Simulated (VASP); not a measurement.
# ZnO (P6_3mc) in VASP: further runs

The runs below take ZnO through single point, relaxation of cell and atoms, with PBEsol.

All numbers are computed with VASP 6.6.1; they aren't measurements. Logs are shortened: lines on timing, memory, paths and dates and some standing lists are left out, and cuts for length are marked.

### 1 The cell of the first run

Symmetry: P6_3mc, No. 186, hexagonal system. Conventional cell: a = 3.245 Å, b = 3.245 Å, c = 5.239 Å, α = 90.00°, β = 90.00°, γ = 120.00°. Within 2.6 Å of Zn (site symmetry 3m) lie 4 O at 1.98 to 1.99 Å. Within 2.6 Å of O (site symmetry 3m) lie 4 Zn at 1.98 to 1.99 Å.

### 2 Single point, PBEsol

The input, INCAR:

```
ALGO     = Normal         # electronic algorithm
EDIFF    = 1E-7           # SCF threshold, eV
ENCUT    = 520            # plane-wave cutoff, eV
GGA      = PS             # functional
ISIF     = 2              # what is computed and relaxed
ISMEAR   = 0              # smearing method
LASPH    = True           # aspherical terms in the spheres
LCHARG   = False          # write CHGCAR
LREAL    = False          # projectors in reciprocal space
LWAVE    = False          # write WAVECAR
NBANDS   = 26             # bands
NELM     = 80             # most SCF steps
PREC     = Accurate       # precision mode
SIGMA    = 0.01           # smearing width, eV
```

The input, KPOINTS:

```
k-points
0
Gamma
  8 8 4
```

The input, POSCAR:

```
ZnO
1.0
    3.2452305027      0.0000000000      0.0000000000
   -1.6226152513      2.8104520565      0.0000000000
    0.0000000000      0.0000000000      5.2387108158
Zn O
2 2
Direct
    0.3333333333      0.6666666667      0.5000080189
    0.6666666667      0.3333333333      0.0000080189
    0.6666666667      0.3333333333      0.3790019811
    0.3333333333      0.6666666667      0.8790019811
```

Potentials or basis: VASP PAW PBE potentials, release 64 (Zn, O).

Started as:

```sh
$ cat potpaw_PBE.64/Zn/POTCAR potpaw_PBE.64/O/POTCAR > POTCAR
$ mpirun -np 1 vasp_std > vasp.out
```

OUTCAR:

```text
EDIFF = 1E-7
   ENCUT = 520
   GGA = PS
   ISIF = 2
   ISMEAR = 0
   LASPH = True
   LREAL = False
   NELM = 80
   PREC = Accurate

 ion  position               nearest neighbor table
   1  0.333  0.667  0.500-   3 1.98   3 1.98   3 1.98   4 1.99
   2  0.667  0.333  0.000-   4 1.98   4 1.98   4 1.98   3 1.99
   3  0.667  0.333  0.379-   1 1.98   1 1.98   1 1.98   2 1.99
   4  0.333  0.667  0.879-   2 1.98   2 1.98   2 1.98   1 1.99

  LATTYP: Found a hexagonal cell.
 ALAT       =     3.2452305027
 C/A-ratio  =     1.6142800369

  Lattice vectors:

 A1 = (   3.2452305027,   0.0000000000,   0.0000000000)
 A2 = (  -1.6226152513,   2.8104520565,   0.0000000000)
 A3 = (   0.0000000000,   0.0000000000,   5.2387108158)

Analysis of symmetry for initial positions (statically):
=====================================================================
 Subroutine PRICEL returns:
 Original cell was already a primitive cell.

 Routine SETGRP: Setting up the symmetry group for a
 hexagonal supercell.

 Subroutine GETGRP returns: Found 12 space group operations
 (whereof  6 operations were pure point group operations)
 out of a pool of 24 trial point group operations.

The static configuration has the point symmetry C_3v.
 The point group associated with its full space group is C_6v.

Analysis of symmetry for dynamics (positions and initial velocities):
=====================================================================
 Subroutine PRICEL returns:
 Original cell was already a primitive cell.

 Routine SETGRP: Setting up the symmetry group for a
 hexagonal supercell.

 Subroutine GETGRP returns: Found 12 space group operations
 (whereof  6 operations were pure point group operations)
 out of a pool of 24 trial point group operations.

The dynamic configuration has the point symmetry C_3v.
 The point group associated with its full space group is C_6v.

 Subroutine INISYM returns: Found 12 space group operations
 (whereof  6 operations are pure point group operations),
 and found     1 'primitive' translations

----------------------------------------------------------------------------------------

                                     Primitive cell

  volume of cell :      47.7800

  direct lattice vectors                    reciprocal lattice vectors
     3.245230503  0.000000000  0.000000000     0.308144521  0.177907322  0.000000000
    -1.622615251  2.810452056  0.000000000     0.000000000  0.355814645  0.000000000
     0.000000000  0.000000000  5.238710816     0.000000000  0.000000000  0.190886658

  length of vectors
     3.245230503  3.245230503  5.238710816     0.355814645  0.355814645  0.190886658

  position of ions in fractional coordinates (direct lattice)
     0.333333333  0.666666667  0.500008019
     0.666666667  0.333333333  0.000008019
     0.666666667  0.333333333  0.379001981
     0.333333333  0.666666667  0.879001981

  ion indices of the primitive-cell ions
   primitive index   ion index
                 1           1
                 2           2
                 3           3
                 4           4

----------------------------------------------------------------------------------------

 KPOINTS: k-points

Automatic generation of k-mesh.
 Grid dimensions read from file:
 generate k-points for:    8    8    4

 Generating k-lattice:

  Cartesian coordinates                     Fractional coordinates (reciprocal lattice)
     0.038518065  0.022238415  0.000000000     0.125000000  0.000000000  0.000000000
     0.000000000  0.044476831  0.000000000     0.000000000  0.125000000  0.000000000
     0.000000000  0.000000000  0.047721665     0.000000000  0.000000000  0.250000000

  Length of vectors
     0.044476831  0.044476831  0.047721665

  Shift w.r.t. Gamma in fractional coordinates (k-lattice)
     0.000000000  0.000000000  0.000000000

 Subroutine IBZKPT returns following result:
 ===========================================

 Found     30 irreducible k-points:

 Following reciprocal coordinates:
            Coordinates               Weight
  0.000000  0.000000  0.000000      1.000000
  0.125000  0.000000  0.000000      6.000000
  0.250000  0.000000  0.000000      6.000000
  0.375000 -0.000000  0.000000      6.000000
  0.500000  0.000000  0.000000      3.000000
  0.125000  0.125000  0.000000      6.000000
[... 16 lines left out ...]
  0.250000  0.000000  0.500000      6.000000
  0.375000 -0.000000  0.500000      6.000000
 [... further k-points ...]
   k-points           NKPTS =     30   k-points in BZ     NKDIM =     30   number of bands    NBANDS=     26
   number of dos      NEDOS =    301   number of ions     NIONS =      4
   total plane-waves  NPLWV =  23040
   dimension x,y,z NGX =    24 NGY =   24 NGZ =   40
   dimension x,y,z NGXF=    48 NGYF=   48 NGZF=   80
   ions per type =               2   2
   NGX,Y,Z   is equivalent  to a cutoff of  12.29, 12.29, 12.69 a.u.
   NGXF,Y,Z  is equivalent  to a cutoff of  24.59, 24.59, 25.39 a.u.
 SYSTEM =  unknown system
   PREC   = accura    normal or accurate (medium, high low for compatibility)
   ISTART =      0    job   : 0-new  1-cont  2-samecut
   ICHARG =      2    charge: 1-file 2-atom 10-const
   ISPIN  =      1    spin polarized calculation?
   LNONCOLLINEAR =      F non collinear calculations
   LSORBIT =      F    spin-orbit coupling
   LASPH  =      T    aspherical Exc in radial PAW
   ENCUT  =  520.0 eV  38.22 Ry    6.18 a.u.   6.03  6.03  9.74*2*pi/ulx,y,z
   NELM   =     80;   NELMIN=  2; NELMDL= -5     # of ELM steps
   EDIFF  = 0.1E-06   stopping-criterion for ELM
   LREAL  =      F    real-space projection
   EDIFFG = 0.1E-05   stopping-criterion for IOM
   NSW    =      0    number of steps for IOM
   IBRION =     -1    ionic relax: 0-MD 1-quasi-New 2-CG
   NFREE  =      0    steps in history (QN), initial steepest desc. (CG)
   ISIF   =      2    stress and relaxation
   ISYM   =      2    0-nonsym 1-usesym 2-fastsym
   POTIM  = 0.5000    time-step for ionic-motion
   TEBEG  =    0.0;   TEEND  =   0.0 temperature during run
   PSTRESS=    0.0 pullay stress
   NELECT =      36.0000    total number of electrons
   NUPDOWN=      -1.0000    fix difference up-down
   EMIN   =  10.00;   EMAX   =-10.00  energy-range for DOS
   EFERMI =   0.00;   METHOD = LEGACY
   ISMEAR =     0;   SIGMA  =   0.01  broadening in eV -4-tet -1-fermi 0-gaus
   EFERMI_NEDOS =   21; number of points for ismear=-14 and -15
   IALGO  =     38    algorithm
   IMIX   =      4    mixing-type and parameters
     AMIX     =   0.40;   BMIX     =  1.00
     AMIX_MAG =   1.60;   BMIX_MAG =  1.00
  volume/ion in A,a.u.               =      11.95        80.61
  Fermi-wavevector in a.u.,A,eV,Ry     =   1.489682  2.815091 30.193408  2.219153
  Thomas-Fermi vector in A             =   2.602560
   LORBIT       =      0    0 simple, 1 ext, 2 COOP (PROOUT), +10 PAW based schemes
   GGA     = PS    functional components
   LHFCALC =     F    Hartree Fock is set to
   AEXX    =    0.0000 exact exchange contribution
   IVDW    =     0    specifies the selected vdW correction
   LEPSILON=     F    determine dielectric tensor
   LRPA    =     F    only Hartree local field effects (RPA)
 non-spin polarized calculation
 Gauss-broadening in eV      SIGMA  =   0.01
  energy-cutoff  :      520.00
  volume of cell :       47.78
 maximum number of plane-waves:      1301
   NGX = 13   NGY = 13   NGZ = 19

 number of electron      36.0000026 magnetization

 Free energy of the ion-electron system (eV)
  ---------------------------------------------------
  ext. energy  EPLUGINS =         0.00000000
  ---------------------------------------------------
  free energy    TOTEN  =       -19.41044923 eV

  energy without entropy =      -19.41044923  energy(sigma->0) =      -19.41044923

 E-fermi :   1.0718     XC(G=0): -11.1653

 val. band max:        1.0194255095   @ k =   0.0000   0.0000   0.0000
 cond. band min:       1.6891250485   @ k =   0.0000   0.0000   0.0000
 fundamental gap:      0.6696995391
 Fermi energy:         1.0718024848

 k-point     1 :       0.0000    0.0000    0.0000
  band No.  band energies     occupation
      1     -16.9952      2.00000
      2     -16.2619      2.00000
      3      -4.6794      2.00000
      4      -4.6794      2.00000
      5      -4.6794      2.00000
      6      -4.6368      2.00000
[... 18 lines left out ...]
     25      15.0447      0.00000
     26      15.0447      0.00000

 k-point     2 :       0.1250    0.0000    0.0000
  band No.  band energies     occupation
      1     -16.9090      2.00000
      2     -16.2236      2.00000
      3      -4.7813      2.00000
      4      -4.6309      2.00000
      5      -4.5896      2.00000
      6      -4.5600      2.00000
[... 18 lines left out ...]
     25      15.0210      0.00000
     26      15.2090      0.00000

 k-point     3 :       0.2500    0.0000    0.0000
  band No.  band energies     occupation
      1     -16.6857      2.00000
      2     -16.1377      2.00000
      3      -4.9545      2.00000
      4      -4.6031      2.00000
      5      -4.5259      2.00000
      6      -4.4135      2.00000
[... 18 lines left out ...]
     25      14.2474      0.00000
     26      15.0795      0.00000

 k-point     4 :       0.3750   -0.0000    0.0000
  band No.  band energies     occupation
      1     -16.4281      2.00000
      2     -16.0750      2.00000
      3      -5.0042      2.00000
      4      -4.6745      2.00000
      5      -4.4478      2.00000
      6      -4.2041      2.00000
[... 18 lines left out ...]
     25      14.2153      0.00000
     26      15.0154      0.00000

 k-point     5 :       0.5000    0.0000    0.0000
  band No.  band energies     occupation
      1     -16.2954      2.00000
      2     -16.0711      2.00000
      3      -4.9278      2.00000
      4      -4.7552      2.00000
      5      -4.4251      2.00000
      6      -4.0561      2.00000
[... 18 lines left out ...]
     25      14.0644      0.00000
     26      15.1260      0.00000

 k-point     6 :       0.1250    0.1250    0.0000
  band No.  band energies     occupation
      1     -16.7537      2.00000
      2     -16.1616      2.00000
      3      -4.8675      2.00000
      4      -4.6559      2.00000
      5      -4.5189      2.00000
      6      -4.4871      2.00000
[... 427 lines left out ...]
 k-point    21 :       0.0000    0.0000    0.5000
  band No.  band energies     occupation
      1     -16.6390      2.00000
      2     -16.6390      2.00000
      3      -4.9135      2.00000
      4      -4.9135      2.00000
      5      -4.6087      2.00000
      6      -4.6087      2.00000
[... 18 lines left out ...]
     25      14.0700      0.00000
     26      14.0700      0.00000

 k-point    22 :       0.1250    0.0000    0.5000
  band No.  band energies     occupation
      1     -16.5739      2.00000
      2     -16.5739      2.00000
      3      -4.9614      2.00000
      4      -4.9614      2.00000
      5      -4.5624      2.00000
      6      -4.5624      2.00000
[... 18 lines left out ...]
     25      14.2015      0.00000
     26      14.2015      0.00000

 k-point    23 :       0.2500    0.0000    0.5000
  band No.  band energies     occupation
      1     -16.4127      2.00000
      2     -16.4127      2.00000
      3      -5.0594      2.00000
      4      -5.0594      2.00000
      5      -4.4264      2.00000
      6      -4.4264      2.00000
[... 18 lines left out ...]
     25      14.4331      0.00000
     26      14.4331      0.00000

 k-point    24 :       0.3750   -0.0000    0.5000
  band No.  band energies     occupation
      1     -16.2454      2.00000
      2     -16.2454      2.00000
      3      -5.1162      2.00000
      4      -5.1162      2.00000
      5      -4.2540      2.00000
      6      -4.2540      2.00000
[... 18 lines left out ...]
     25      14.5520      0.00000
     26      14.5520      0.00000

 [... further k-points ...]

------------------------ aborting loop because EDIFF is reached ----------------------------------------

  FORCE on cell =-STRESS in cart. coord.  units (eV):
  Direction    XX          YY          ZZ          XY          YZ          ZX
  --------------------------------------------------------------------------------------
  -------------------------------------------------------------------------------------
  Total       -0.3096462     -0.3096462     -0.3091854     -0.0000000     -0.0000000      0.0000000
  in kB      -10.3831762    -10.3831762    -10.3677236     -0.0000000     -0.0000000      0.0000000
  external PRESSURE =     -10.3780254 kB  Pullay stress =       0.0000000 kB

 VOLUME and BASIS-vectors are now :
 -----------------------------------------------------------------------------
  energy-cutoff  :      520.00
  volume of cell :       47.78
      direct lattice vectors                 reciprocal lattice vectors
     3.245230503  0.000000000  0.000000000     0.308144521  0.177907322  0.000000000
    -1.622615251  2.810452056  0.000000000     0.000000000  0.355814645  0.000000000
     0.000000000  0.000000000  5.238710816     0.000000000  0.000000000  0.190886658

 POSITION                                       TOTAL-FORCE (eV/Angst)
 -----------------------------------------------------------------------------------
     -0.00000      1.87363      2.61940         0.000000     -0.000000      0.001495
      1.62262      0.93682      0.00004        -0.000000      0.000000      0.001495
      1.62262      0.93682      1.98548        -0.000000      0.000000     -0.001495
     -0.00000      1.87363      4.60484         0.000000     -0.000000     -0.001495
 -----------------------------------------------------------------------------------
    total drift:                               -0.000000     -0.000000     -0.000469

  FREE ENERGIE OF THE ION-ELECTRON SYSTEM (eV)
  ---------------------------------------------------
  free  energy   TOTEN  =       -19.4104492252 eV

  energy  without entropy=      -19.4104492252  energy(sigma->0) =      -19.41044923
```

Wall time 60 s (1 thread of Intel Xeon 8259CL, shared host); peak memory 0.17 GiB.

Results:

| Quantity | Value |
| --- | --- |
| Free energy | -19.4104 eV |
| Pressure | -1.0 GPa |
| Band gap on the k mesh | 0.67 eV |

Caveat: the PAW data sets were made with another functional, which shifts forces and pressure a little.

### 3 Relaxation of cell and atoms, PBEsol, target pressure -2 GPa, at which the enthalpy is minimised

This run uses another cell than the first one, of 11.78 Å³/atom.

The input, INCAR:

```
PREC = Accurate
ENCUT = 600
EDIFF = 1E-6
ISMEAR = 0
SIGMA = 0.01
LREAL = F
LASPH = T
NELM = 80
ALGO = Normal
ISIF = 3
LWAVE = F
LCHARG = F
GGA = PS
IBRION = 2
NSW = 100
EDIFFG = -0.002
PSTRESS = -20.0
```

The input, KPOINTS:

```
Automatic mesh
0
Gamma
  8 8 4
```

The input, POSCAR:

```
ZnO
1.0
    3.2300090304      0.0000000000      0.0000000000
   -1.6150045152      2.7972698748      0.0000000000
    0.0000000000      0.0000000000      5.2143445338
Zn O
2 2
Direct
    0.3333333333      0.6666666667      0.5000406004
    0.6666666667      0.3333333333      0.0000406004
    0.6666666667      0.3333333333      0.3789693995
    0.3333333333      0.6666666667      0.8789693996
```

Potentials or basis: VASP PAW PBE potentials, release 64 (Zn, O).

Started as:

```sh
$ cat potpaw_PBE.64/Zn/POTCAR potpaw_PBE.64/O/POTCAR > POTCAR
$ mpirun -np 1 vasp_std > vasp.out
```

Wall time 5 min (1 thread of Intel Xeon 8259CL, shared host); peak memory 0.2 GiB.

It converged, with:

```yaml
Free_energy: -19.4102 eV
Relaxed_volume: 12.01 Å³/atom
Relaxed_cell: a = 3.251 Å, b = 3.251 Å, c = 5.249 Å, α = 90.00°, β = 90.00°, γ = 120.00°
Space_group_after_relaxing_to_0.1_Å: P6_3mc (No. 186)
Energy_change_on_relaxing_the_run_minimises_the_enthalpy: +0.9 meV/atom
Ionic_steps: 9
Pressure_after_relaxing: -2.0 GPa
Band_gap_on_the_k_mesh: 0.66 eV
```

Step by step:
```tsv
step	energy change (eV)	largest force (eV/Å)	pressure (GPa)	volume (Å³)
1	0.0000	0.0006	0.81	47.11
2	0.0115	0.0012	-3.31	48.54
3	0.0037	0.0007	-2.16	48.06
4	0.0030	0.0006	-1.90	48.01
5	0.0033	0.0006	-1.83	48.03
6	0.0033	0.0005	-1.98	48.03
7	0.0033	0.0010	-1.94	48.04
8	0.0034	0.0003	-1.95	48.04
9	0.0034	0.0004	-2.01	48.04
```

Final structure:
```yaml
crystal:
  lattice:
    - [3.25102, 0.00000, 0.00000]
    - [-1.62551, 2.81547, 0.00000]
    - [0.00000, 0.00000, 5.24866]
  atoms:
    - { symbol: Zn, position: [0.33333, 0.66667, 0.50004] }
    - { symbol: Zn, position: [0.66667, 0.33333, 0.00004] }
    - { symbol: O, position: [0.66667, 0.33333, 0.37897] }
    - { symbol: O, position: [0.33333, 0.66667, 0.87897] }
```

Levels at points of the mesh, in eV from the valence-band top:
```csv
k point,band 14,band 15,band 16,band 17,band 18,band 19,band 20,band 21,band 22
"(0.00, 0.00, 0.00)",-0.79,-0.79,-0.09,0.00,0.00,0.66,5.08,8.03,12.74
"(0.50, 0.00, 0.00)",-3.55,-2.83,-2.25,-1.30,-0.83,5.65,6.70,7.41,8.38
"(0.00, 0.00, 0.50)",-2.26,-0.39,-0.39,-0.39,-0.39,3.33,3.33,9.88,9.88
"(0.50, 0.00, 0.50)",-3.75,-1.50,-1.50,-1.38,-1.38,5.54,5.54,8.29,8.29
```

Caveat: the cell is relaxed towards a set pressure, so the run minimises the enthalpy, not the energy; the PAW data sets were made with another functional, which shifts forces and pressure a little.
